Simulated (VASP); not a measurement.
# Ti (R-3m) in VASP: single point with PBE

Aim: the single point of Ti with PBE.

All numbers are computed with VASP 6.6.1; they aren't measurements. Logs are shortened: lines on timing, memory, paths and dates and some standing lists are left out, and cuts for length are marked.

## 1. The cell of the first run

It takes space group R-3m (No. 166, trigonal). The conventional cell has a = 3.366 Å, b = 3.366 Å, c = 12.091 Å, α = 90.00°, β = 90.00°, γ = 120.00°. Ti (site symmetry 3m) has 1 Ti at 1.40 Å within 1.9 Å.

## 2. Single point, PBE

INCAR reads:

```
SYSTEM = Ti
  ALGO = Normal
  EDIFF = 1E-6
  ENCUT = 520
  GGA = PE
  ISIF = 2
  ISMEAR = 0
  LASPH = .True.
  LCHARG = .True.
  LELF = .True.
  LREAL = .False.
  LVHAR = .True.
  LWAVE = .False.
  NBANDS = 19
  NELM = 100
  PREC = Accurate
  SIGMA = 0.1
```

KPOINTS reads:

```
k-points
0
Gamma
  6 6 6
  0 0 0
```

POSCAR reads:

```
Ti
1.0
    1.6831031910      0.9717400803      4.0302979218
   -1.6831031910      0.9717400803      4.0302979218
    0.0000000000     -1.9434801607      4.0302979218
Ti
2
Direct
    0.0577000000      0.0577000000      0.0577000000
    0.9423000000      0.9423000000      0.9423000000
```

Potentials or basis: VASP PAW PBE potentials, release 64 (Ti_sv).

On the command line:

```sh
cat potpaw_PBE.64/Ti_sv/POTCAR > POTCAR
mpirun -np 1 vasp_std > vasp.out
```

OUTCAR:

```text
SYSTEM = Ti
   EDIFF = 1E-6
   ENCUT = 520
   GGA = PE
   ISIF = 2
   ISMEAR = 0
   LASPH = .True.
   LREAL = .False.
   NELM = 100
   PREC = Accurate

 ion  position               nearest neighbor table
   1  0.058  0.058  0.058-   2 1.40
   2  0.942  0.942  0.942-   1 1.40

 -----------------------------------------------------------------------------
|                                                                             |
|           W    W    AA    RRRRR   N    N  II  N    N   GGGG   !!!           |
|           W    W   A  A   R    R  NN   N  II  NN   N  G    G  !!!           |
|           W    W  A    A  R    R  N N  N  II  N N  N  G       !!!           |
|           W WW W  AAAAAA  RRRRR   N  N N  II  N  N N  G  GGG   !            |
|           WW  WW  A    A  R   R   N   NN  II  N   NN  G    G                |
|           W    W  A    A  R    R  N    N  II  N    N   GGGG   !!!           |
|                                                                             |
|     The distance between some ions is very small. Please check the          |
|     nearest-neighbor list in the OUTCAR file.                               |
|     I HOPE YOU KNOW WHAT YOU ARE DOING!                                     |
|                                                                             |
 -----------------------------------------------------------------------------

  LATTYP: Found a trigonal (rhomboedric) cell.
 ALAT       =     4.4744180039
 COS(alpha) =     0.7170052526

  Lattice vectors:

 A1 = (   1.6831031910,   0.9717400803,   4.0302979218)
 A2 = (  -1.6831031910,   0.9717400803,   4.0302979218)
 A3 = (   0.0000000000,  -1.9434801607,   4.0302979218)

Analysis of symmetry for initial positions (statically):
=====================================================================
 Subroutine PRICEL returns:
 Original cell was already a primitive cell.

 Routine SETGRP: Setting up the symmetry group for a
 trigonal (rhombohedral) supercell.

 Subroutine GETGRP returns: Found 12 space group operations
 (whereof 12 operations were pure point group operations)
 out of a pool of 12 trial point group operations.

The static configuration has the point symmetry D_3d.

Analysis of symmetry for dynamics (positions and initial velocities):
=====================================================================
 Subroutine PRICEL returns:
 Original cell was already a primitive cell.

 Routine SETGRP: Setting up the symmetry group for a
 trigonal (rhombohedral) supercell.

 Subroutine GETGRP returns: Found 12 space group operations
 (whereof 12 operations were pure point group operations)
 out of a pool of 12 trial point group operations.

The dynamic configuration has the point symmetry D_3d.

 Subroutine INISYM returns: Found 12 space group operations
 (whereof 12 operations are pure point group operations),
 and found     1 'primitive' translations

----------------------------------------------------------------------------------------

                                     Primitive cell

  volume of cell :      39.5503

  direct lattice vectors                    reciprocal lattice vectors
     1.683103191  0.971740080  4.030297922     0.297070318  0.171513628  0.082706872
    -1.683103191  0.971740080  4.030297922    -0.297070318  0.171513628  0.082706872
     0.000000000 -1.943480161  4.030297922     0.000000000 -0.343027256  0.082706872

  length of vectors
     4.474418004  4.474418004  4.474418004     0.352857089  0.352857089  0.352857089

  position of ions in fractional coordinates (direct lattice)
     0.057700000  0.057700000  0.057700000
     0.942300000  0.942300000  0.942300000

  ion indices of the primitive-cell ions
   primitive index   ion index
                 1           1
                 2           2

----------------------------------------------------------------------------------------

 KPOINTS: k-points

Automatic generation of k-mesh.
 Grid dimensions read from file:
 generate k-points for:    6    6    6

 Generating k-lattice:

  Cartesian coordinates                     Fractional coordinates (reciprocal lattice)
     0.049511720  0.028585605  0.013784479     0.166666667  0.000000000  0.000000000
    -0.049511720  0.028585605  0.013784479     0.000000000  0.166666667  0.000000000
     0.000000000 -0.057171209  0.013784479    -0.000000000 -0.000000000  0.166666667

  Length of vectors
     0.058809515  0.058809515  0.058809515

  Shift w.r.t. Gamma in fractional coordinates (k-lattice)
     0.000000000  0.000000000  0.000000000

 Subroutine IBZKPT returns following result:
 ===========================================

 Found     32 irreducible k-points:

 Following reciprocal coordinates:
            Coordinates               Weight
  0.000000  0.000000  0.000000      1.000000
  0.166667 -0.000000 -0.000000      6.000000
  0.333333 -0.000000 -0.000000      6.000000
  0.500000 -0.000000 -0.000000      3.000000
  0.166667  0.166667 -0.000000      6.000000
  0.333333  0.166667 -0.000000     12.000000
[... 16 lines left out ...]
  0.500000  0.500000  0.166667      6.000000
 -0.333333  0.500000  0.166667     12.000000
 [... further k-points ...]
   k-points           NKPTS =     32   k-points in BZ     NKDIM =     32   number of bands    NBANDS=     19
   number of dos      NEDOS =    301   number of ions     NIONS =      2
   total plane-waves  NPLWV =  46656
   dimension x,y,z NGX =    36 NGY =   36 NGZ =   36
   dimension x,y,z NGXF=    72 NGYF=   72 NGZF=   72
   ions per type =               2
   NGX,Y,Z   is equivalent  to a cutoff of  13.38, 13.38, 13.38 a.u.
   NGXF,Y,Z  is equivalent  to a cutoff of  26.75, 26.75, 26.75 a.u.
 SYSTEM =  Ti
   PREC   = accura    normal or accurate (medium, high low for compatibility)
   ISTART =      0    job   : 0-new  1-cont  2-samecut
   ICHARG =      2    charge: 1-file 2-atom 10-const
   ISPIN  =      1    spin polarized calculation?
   LNONCOLLINEAR =      F non collinear calculations
   LSORBIT =      F    spin-orbit coupling
   LASPH  =      T    aspherical Exc in radial PAW
   ENCUT  =  520.0 eV  38.22 Ry    6.18 a.u.   8.32  8.32  8.32*2*pi/ulx,y,z
   NELM   =    100;   NELMIN=  2; NELMDL= -5     # of ELM steps
   EDIFF  = 0.1E-05   stopping-criterion for ELM
   LREAL  =      F    real-space projection
   EDIFFG = 0.1E-04   stopping-criterion for IOM
   NSW    =      0    number of steps for IOM
   IBRION =     -1    ionic relax: 0-MD 1-quasi-New 2-CG
   NFREE  =      0    steps in history (QN), initial steepest desc. (CG)
   ISIF   =      2    stress and relaxation
   ISYM   =      2    0-nonsym 1-usesym 2-fastsym
   POTIM  = 0.5000    time-step for ionic-motion
   TEBEG  =    0.0;   TEEND  =   0.0 temperature during run
   PSTRESS=    0.0 pullay stress
   NELECT =      24.0000    total number of electrons
   NUPDOWN=      -1.0000    fix difference up-down
   EMIN   =  10.00;   EMAX   =-10.00  energy-range for DOS
   EFERMI =   0.00;   METHOD = LEGACY
   ISMEAR =     0;   SIGMA  =   0.10  broadening in eV -4-tet -1-fermi 0-gaus
   EFERMI_NEDOS =   21; number of points for ismear=-14 and -15
   IALGO  =     38    algorithm
   IMIX   =      4    mixing-type and parameters
     AMIX     =   0.40;   BMIX     =  1.00
     AMIX_MAG =   1.60;   BMIX_MAG =  1.00
  volume/ion in A,a.u.               =      19.78       133.45
  Fermi-wavevector in a.u.,A,eV,Ry     =   1.385997  2.619154 26.136608  1.920987
  Thomas-Fermi vector in A             =   2.510354
   LORBIT       =      0    0 simple, 1 ext, 2 COOP (PROOUT), +10 PAW based schemes
   GGA     = PE    functional components
   LHFCALC =     F    Hartree Fock is set to
   AEXX    =    0.0000 exact exchange contribution
   IVDW    =     0    specifies the selected vdW correction
   LEPSILON=     F    determine dielectric tensor
   LRPA    =     F    only Hartree local field effects (RPA)
 non-spin polarized calculation
 Gauss-broadening in eV      SIGMA  =   0.10
  energy-cutoff  :      520.00
  volume of cell :       39.55
 maximum number of plane-waves:      1089
 NGX is ok and might be reduce to    36
   NGX = 17   NGY = 17   NGZ = 17

 number of electron      24.0000002 magnetization

 Free energy of the ion-electron system (eV)
  ---------------------------------------------------
  ext. energy  EPLUGINS =         0.00000000
  ---------------------------------------------------
  free energy    TOTEN  =        -1.11309984 eV

  energy without entropy =       -1.10588964  energy(sigma->0) =       -1.10949474

 E-fermi :   5.6833     XC(G=0): -10.1748

 val. band max:        5.5966006062   @ k =  -0.1667   0.3333   0.1667
 cond. band min:       5.7077559061   @ k =   0.5000   0.5000   0.3333
 fundamental gap:      0.1111552999
 Fermi energy:         5.6832792790

 k-point     1 :       0.0000    0.0000    0.0000
  band No.  band energies     occupation
      1     -54.7861      2.00000
      2     -45.5270      2.00000
      3     -30.1997      2.00000
      4     -27.4486      2.00000
      5     -27.4486      2.00000
      6     -23.0971      2.00000
[... 11 lines left out ...]
     18      14.0176      0.00000
     19      14.0176      0.00000

 k-point     2 :       0.1667   -0.0000   -0.0000
  band No.  band energies     occupation
      1     -54.7833      2.00000
      2     -45.5256      2.00000
      3     -30.1847      2.00000
      4     -27.4902      2.00000
      5     -27.4573      2.00000
      6     -23.1181      2.00000
[... 11 lines left out ...]
     18      13.7243      0.00000
     19      13.8869      0.00000

 k-point     3 :       0.3333   -0.0000   -0.0000
  band No.  band energies     occupation
      1     -54.7779      2.00000
      2     -45.5227      2.00000
      3     -30.1543      2.00000
      4     -27.5730      2.00000
      5     -27.4746      2.00000
      6     -23.1598      2.00000
[... 434 lines left out ...]
      1     -54.7762      2.00000
      2     -45.5336      2.00000
      3     -30.0962      2.00000
      4     -27.5676      2.00000
      5     -27.4898      2.00000
      6     -23.1716      2.00000
[... 11 lines left out ...]
     18      13.0101      0.00000
     19      15.4273      0.00000

 k-point    24 :      -0.3333    0.5000    0.1667
  band No.  band energies     occupation
      1     -54.7741      2.00000
      2     -45.5285      2.00000
      3     -30.1005      2.00000
      4     -27.5859      2.00000
      5     -27.5179      2.00000
      6     -23.1850      2.00000
[... 11 lines left out ...]
     18      12.4671      0.00000
     19      13.5943      0.00000

 [... further k-points ...]

------------------------ aborting loop because EDIFF is reached ----------------------------------------

  FORCE on cell =-STRESS in cart. coord.  units (eV):
  Direction    XX          YY          ZZ          XY          YZ          ZX
  --------------------------------------------------------------------------------------
  -------------------------------------------------------------------------------------
  Total       -2.6039640     -2.6039640     96.4936850      0.0000000     -0.0000000     -0.0000000
  in kB     -105.4863595   -105.4863595   3908.9508904      0.0000000     -0.0000000     -0.0000000
  external PRESSURE =    1232.6593905 kB  Pullay stress =       0.0000000 kB

 VOLUME and BASIS-vectors are now :
 -----------------------------------------------------------------------------
  energy-cutoff  :      520.00
  volume of cell :       39.55
      direct lattice vectors                 reciprocal lattice vectors
     1.683103191  0.971740080  4.030297922     0.297070318  0.171513628  0.082706872
    -1.683103191  0.971740080  4.030297922    -0.297070318  0.171513628  0.082706872
     0.000000000 -1.943480161  4.030297922     0.000000000 -0.343027256  0.082706872

 POSITION                                       TOTAL-FORCE (eV/Angst)
 -----------------------------------------------------------------------------------
      0.00000     -0.00000      0.69764         0.000000     -0.000000     69.479020
      0.00000     -0.00000     11.39325         0.000000      0.000000    -69.479020
 -----------------------------------------------------------------------------------
    total drift:                               -0.000000     -0.000000      0.000000

  FREE ENERGIE OF THE ION-ELECTRON SYSTEM (eV)
  ---------------------------------------------------
  free  energy   TOTEN  =        -1.1130998397 eV

  energy  without entropy=       -1.1058896369  energy(sigma->0) =       -1.10949474
```

Run time: 36 s. Hardware: 1 thread of Intel Xeon Platinum 8259CL at 2.50GHz (Skylake/Cascade Lake), shared host; peak memory 0.2 GiB.

Results:

* Free energy: -1.1131 eV
* Pressure: 123.3 GPa
* Largest force: 69.479 eV/Å
* Band gap on the k mesh: zero (bands 12 and 13 overlap by 1.20 eV)

Forces in eV/Å, atoms in the order of the input:
```
Ti    0.000   0.000  69.479
Ti    0.000   0.000 -69.479
```

Levels at points of the mesh, in eV from the Fermi level:
```
           k point  band 10  band 11  band 12  band 13  band 14  band 15
(0.00, 0.00, 0.00)    -0.26    -0.26     0.30     0.50     0.50     3.69
(0.50, 0.00, 0.00)    -1.83    -0.24     0.62     0.69     2.30     3.69
(0.50, 0.50, 0.00)    -1.15    -0.94     0.74     0.88     2.23     2.36
(0.50, 0.50, 0.50)    -2.53    -0.62    -0.62     0.38     0.38     5.42
```

Caveat: the k points lie up to 0.37 Å⁻¹ apart, too coarse for converged energies and pressures of a metal; atoms lie so close that the PAW spheres overlap strongly, which falsifies energies and pressures; forces of over 1 eV/Å act on the atoms, so gaps and moduli don't describe the material at rest.
